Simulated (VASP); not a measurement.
# Co (P6_3/mmc) in VASP: notebook

Co is run at these levels: RPBE; tasks: single point.

All numbers are computed with VASP 6.6.1; they aren't measurements. Logs are shortened: lines on timing, memory, paths and dates and some standing lists are left out, and cuts for length are marked.

## (1) The cell of the first run

It takes space group P6_3/mmc (No. 194, hexagonal). The conventional cell has a = 2.552 Å, b = 2.552 Å, c = 4.123 Å, α = 90.00°, β = 90.00°, γ = 120.00°. Co (site symmetry -6m2) has 12 Co at 2.53 to 2.55 Å within 3.3 Å.

## (2) Single point, RPBE, collinear spin, ferromagnetic start (volume scaled by 1.04)

The input, INCAR:

```
SYSTEM = Co
  ALGO = Normal
  EDIFF = 1E-6
  ENCUT = 520
  GGA = RP
  ISIF = 2
  ISMEAR = -1
  ISPIN = 2
  LASPH = .TRUE.
  LCHARG = .FALSE.
  LMAXMIX = 4
  LORBIT = 11
  LREAL = .FALSE.
  LWAVE = .FALSE.
  MAGMOM = -1.729 -1.729
  NBANDS = 20
  NELM = 150
  PREC = Accurate
  SIGMA = 0.05
```

The input, KPOINTS:

```
k-points
0
G
  23 23 13
  0 0 0
```

The input, POSCAR:

```
Co
1.0
    2.5523947801      0.0000000000      0.0000000000
   -1.2761973900      2.2104387201      0.0000000000
    0.0000000000      0.0000000000      4.1229878259
Co
2
Direct
    0.3333333333      0.6666666667      0.2500000000
    0.6666666667      0.3333333333      0.7500000000
```

Potentials or basis: VASP PAW PBE potentials, release 64 (Co).

Command:

```sh
> cat potpaw_PBE.64/Co/POTCAR > POTCAR
> mpirun -np 1 vasp_std > vasp.out
```

OUTCAR:

```text
SYSTEM = Co
   EDIFF = 1E-6
   ENCUT = 520
   GGA = RP
   ISIF = 2
   ISMEAR = -1
   ISPIN = 2
   LASPH = .TRUE.
   LORBIT = 11
   LREAL = .FALSE.
   NELM = 150
   PREC = Accurate

 ion  position               nearest neighbor table
   1  0.333  0.667  0.250-   2 2.53   2 2.53   2 2.53   2 2.53   2 2.53   2 2.53
   2  0.667  0.333  0.750-   1 2.53   1 2.53   1 2.53   1 2.53   1 2.53   1 2.53

  LATTYP: Found a hexagonal cell.
 ALAT       =     2.5523947801
 C/A-ratio  =     1.6153409567

  Lattice vectors:

 A1 = (   2.5523947801,   0.0000000000,   0.0000000000)
 A2 = (  -1.2761973900,   2.2104387201,   0.0000000000)
 A3 = (   0.0000000000,   0.0000000000,   4.1229878259)

Analysis of symmetry for initial positions (statically):
=====================================================================
 Subroutine PRICEL returns:
 Original cell was already a primitive cell.

 Routine SETGRP: Setting up the symmetry group for a
 hexagonal supercell.

 Subroutine GETGRP returns: Found 24 space group operations
 (whereof 12 operations were pure point group operations)
 out of a pool of 24 trial point group operations.

The static configuration has the point symmetry D_3d.
 The point group associated with its full space group is D_6h.

Analysis of symmetry for dynamics (positions and initial velocities):
=====================================================================
 Subroutine PRICEL returns:
 Original cell was already a primitive cell.

 Routine SETGRP: Setting up the symmetry group for a
 hexagonal supercell.

 Subroutine GETGRP returns: Found 24 space group operations
 (whereof 12 operations were pure point group operations)
 out of a pool of 24 trial point group operations.

The dynamic configuration has the point symmetry D_3d.
 The point group associated with its full space group is D_6h.

Analysis of structural, dynamic, and magnetic symmetry:
=====================================================================
 Subroutine PRICEL returns:
 Original cell was already a primitive cell.

 Routine SETGRP: Setting up the symmetry group for a
 hexagonal supercell.

 Subroutine GETGRP returns: Found 24 space group operations
 (whereof 12 operations were pure point group operations)
 out of a pool of 24 trial point group operations.

The overall configuration has the point symmetry D_3d.
 The point group associated with its full space group is D_6h.

 Subroutine INISYM returns: Found 24 space group operations
 (whereof 12 operations are pure point group operations),
 and found     1 'primitive' translations

----------------------------------------------------------------------------------------

                                     Primitive cell

  volume of cell :      23.2615

  direct lattice vectors                    reciprocal lattice vectors
     2.552394780  0.000000000  0.000000000     0.391788922  0.226199440  0.000000000
    -1.276197390  2.210438720  0.000000000     0.000000000  0.452398879  0.000000000
     0.000000000  0.000000000  4.122987826     0.000000000  0.000000000  0.242542555

  length of vectors
     2.552394780  2.552394780  4.122987826     0.452398879  0.452398879  0.242542555

  position of ions in fractional coordinates (direct lattice)
     0.333333333  0.666666667  0.250000000
     0.666666667  0.333333333  0.750000000

  ion indices of the primitive-cell ions
   primitive index   ion index
                 1           1
                 2           2

----------------------------------------------------------------------------------------

 KPOINTS: k-points

Automatic generation of k-mesh.
 Grid dimensions read from file:
 generate k-points for:   23   23   13

 Generating k-lattice:

  Cartesian coordinates                     Fractional coordinates (reciprocal lattice)
     0.017034301  0.009834758  0.000000000     0.043478261  0.000000000  0.000000000
     0.000000000  0.019669516  0.000000000     0.000000000  0.043478261  0.000000000
     0.000000000  0.000000000  0.018657120     0.000000000  0.000000000  0.076923077

  Length of vectors
     0.019669516  0.019669516  0.018657120

  Shift w.r.t. Gamma in fractional coordinates (k-lattice)
     0.000000000  0.000000000  0.000000000

 Subroutine IBZKPT returns following result:
 ===========================================

 Found    392 irreducible k-points:

 Following reciprocal coordinates:
            Coordinates               Weight
  0.000000  0.000000  0.000000      1.000000
  0.043478  0.000000  0.000000      6.000000
  0.086957  0.000000  0.000000      6.000000
  0.130435 -0.000000  0.000000      6.000000
  0.173913 -0.000000  0.000000      6.000000
  0.217391 -0.000000  0.000000      6.000000
[... 16 lines left out ...]
  0.478261  0.043478  0.000000      6.000000
  0.086957  0.086957  0.000000      6.000000
 [... further k-points ...]
   k-points           NKPTS =    392   k-points in BZ     NKDIM =    392   number of bands    NBANDS=     20
   number of dos      NEDOS =    301   number of ions     NIONS =      2
   total plane-waves  NPLWV =  12800
   dimension x,y,z NGX =    20 NGY =   20 NGZ =   32
   dimension x,y,z NGXF=    40 NGYF=   40 NGZF=   64
   ions per type =               2
   NGX,Y,Z   is equivalent  to a cutoff of  13.03, 13.03, 12.90 a.u.
   NGXF,Y,Z  is equivalent  to a cutoff of  26.05, 26.05, 25.81 a.u.
 SYSTEM =  Co
   PREC   = accura    normal or accurate (medium, high low for compatibility)
   ISTART =      0    job   : 0-new  1-cont  2-samecut
   ICHARG =      2    charge: 1-file 2-atom 10-const
   ISPIN  =      2    spin polarized calculation?
   LNONCOLLINEAR =      F non collinear calculations
   LSORBIT =      F    spin-orbit coupling
   LASPH  =      T    aspherical Exc in radial PAW
   ENCUT  =  520.0 eV  38.22 Ry    6.18 a.u.   4.75  4.75  7.67*2*pi/ulx,y,z
   NELM   =    150;   NELMIN=  2; NELMDL= -5     # of ELM steps
   EDIFF  = 0.1E-05   stopping-criterion for ELM
   LREAL  =      F    real-space projection
   EDIFFG = 0.1E-04   stopping-criterion for IOM
   NSW    =      0    number of steps for IOM
   IBRION =     -1    ionic relax: 0-MD 1-quasi-New 2-CG
   NFREE  =      0    steps in history (QN), initial steepest desc. (CG)
   ISIF   =      2    stress and relaxation
   ISYM   =      2    0-nonsym 1-usesym 2-fastsym
   POTIM  = 0.5000    time-step for ionic-motion
   TEBEG  =    0.0;   TEEND  =   0.0 temperature during run
   PSTRESS=    0.0 pullay stress
   NELECT =      18.0000    total number of electrons
   NUPDOWN=      -1.0000    fix difference up-down
   EMIN   =  10.00;   EMAX   =-10.00  energy-range for DOS
   EFERMI =   0.00;   METHOD = LEGACY
   ISMEAR =    -1;   SIGMA  =   0.05  broadening in eV -4-tet -1-fermi 0-gaus
   EFERMI_NEDOS =   21; number of points for ismear=-14 and -15
   IALGO  =     38    algorithm
   IMIX   =      4    mixing-type and parameters
     AMIX     =   0.40;   BMIX     =  1.00
     AMIX_MAG =   1.60;   BMIX_MAG =  1.00
  volume/ion in A,a.u.               =      11.63        78.49
  Fermi-wavevector in a.u.,A,eV,Ry     =   1.502979  2.840218 30.734819  2.258945
  Thomas-Fermi vector in A             =   2.614149
   LORBIT       =     11    0 simple, 1 ext, 2 COOP (PROOUT), +10 PAW based schemes
   GGA     = RP    functional components
   LHFCALC =     F    Hartree Fock is set to
   AEXX    =    0.0000 exact exchange contribution
   IVDW    =     0    specifies the selected vdW correction
   LEPSILON=     F    determine dielectric tensor
   LRPA    =     F    only Hartree local field effects (RPA)
 spin polarized calculation
  energy-cutoff  :      520.00
  volume of cell :       23.26
 maximum number of plane-waves:       646
 NGX is ok and might be reduce to    20
   NGX =  9   NGY =  9   NGZ = 15

 number of electron      18.0000011 magnetization      -3.3287290

 Free energy of the ion-electron system (eV)
  ---------------------------------------------------
  ext. energy  EPLUGINS =         0.00000000
  ---------------------------------------------------
  free energy    TOTEN  =       -13.01230242 eV

  energy without entropy =      -12.99574503  energy(sigma->0) =      -13.00402373

 E-fermi :   9.4576     XC(G=0): -12.8858

 val. band max:        9.4563680896   @ k =   0.1304   0.0435   0.1538
 cond. band min:       9.4594393737   @ k =   0.1739   0.1739   0.0769
 fundamental gap:      0.0030712841
 Fermi energy:         9.4576448012

 spin component 1

 k-point     1 :       0.0000    0.0000    0.0000
  band No.  band energies     occupation
      1       0.8952      1.00000
      2       5.5978      1.00000
      3       8.6171      1.00000
      4       8.6413      1.00000
      5       8.6413      1.00000
      6       8.9722      0.99994
[... 12 lines left out ...]
     19      34.3744      0.00000
     20      34.3744      0.00000
[... 507 lines left out ...]
 k-point    24 :       0.0870    0.0870    0.0000
  band No.  band energies     occupation
      1       1.6391      1.00000
      2       6.0703      1.00000
      3       8.0623      1.00000
      4       8.1172      1.00000
      5       8.7756      1.00000
      6       8.9954      0.99990
[... 12 lines left out ...]
     19      33.6248      0.00000
     20      36.6154      0.00000

 [... further k-points ...]

 spin component 2

 k-point     1 :       0.0000    0.0000    0.0000
  band No.  band energies     occupation
      1       0.9788      1.00000
      2       4.6218      1.00000
      3       6.8921      1.00000
      4       6.9044      1.00000
      5       6.9044      1.00000
      6       7.1796      1.00000
[... 12 lines left out ...]
     19      34.1558      0.00000
     20      34.1829      0.00000
[... 507 lines left out ...]
 k-point    24 :       0.0870    0.0870    0.0000
  band No.  band energies     occupation
      1       1.7179      1.00000
      2       5.0187      1.00000
      3       6.4892      1.00000
      4       6.9191      1.00000
      5       7.0402      1.00000
      6       7.2190      1.00000
[... 12 lines left out ...]
     19      33.6693      0.00000
     20      36.5384      0.00000

 [... further k-points ...]
[... 5 lines left out ...]
  --------------------------------------------------------------------------------------
  -------------------------------------------------------------------------------------
  Total       -1.0886103     -1.0886103     -1.0599885     -0.0000000      0.0000000      0.0000000
  in kB      -74.9798607    -74.9798607    -73.0084916     -0.0000000      0.0000000      0.0000000
  external PRESSURE =     -74.3227377 kB  Pullay stress =       0.0000000 kB

 VOLUME and BASIS-vectors are now :
 -----------------------------------------------------------------------------
  energy-cutoff  :      520.00
  volume of cell :       23.26
      direct lattice vectors                 reciprocal lattice vectors
     2.552394780  0.000000000  0.000000000     0.391788922  0.226199440  0.000000000
    -1.276197390  2.210438720  0.000000000     0.000000000  0.452398879  0.000000000
     0.000000000  0.000000000  4.122987826     0.000000000  0.000000000  0.242542555

 POSITION                                       TOTAL-FORCE (eV/Angst)
 -----------------------------------------------------------------------------------
     -0.00000      1.47363      1.03075        -0.000000      0.000000      0.000000
      1.27620      0.73681      3.09224         0.000000     -0.000000      0.000000
 -----------------------------------------------------------------------------------
    total drift:                               -0.000000      0.000000     -0.000000

  FREE ENERGIE OF THE ION-ELECTRON SYSTEM (eV)
  ---------------------------------------------------
  free  energy   TOTEN  =       -13.0123024224 eV

  energy  without entropy=      -12.9957450291  energy(sigma->0) =      -13.00402373

 total charge

# of ion       s       p       d       tot
------------------------------------------
    1        0.463   0.466   7.218   8.146
    2        0.463   0.466   7.218   8.146
--------------------------------------------------
tot          0.926   0.932  14.436  16.293

 magnetization (x)

# of ion       s       p       d       tot
------------------------------------------
    1        0.015   0.058  -1.777  -1.704
    2        0.015   0.058  -1.777  -1.704
--------------------------------------------------
tot          0.030   0.116  -3.554  -3.408
```

Run time: 4.6 min. Hardware: 1 thread of Intel Xeon Platinum 8488C (Sapphire Rapids), shared host; peak memory 0.35 GiB.

Results:

| Property | Result |
| --- | --- |
| Free energy | -13.0123 eV |
| Pressure | -7.4 GPa |
| Net moment | -3.33 μB per cell |
| Site moments | Co -1.70 μB |
| Valence electrons inside the program's atomic spheres | Co 8.15 |

Stress tensor (GPa, compression positive):
```
-7.50  0.00  0.00
 0.00 -7.50  0.00
 0.00  0.00 -7.30
```

Caveat: the PAW data sets were made with another functional, which shifts forces and pressure a little.

[end of part 1 of 2]
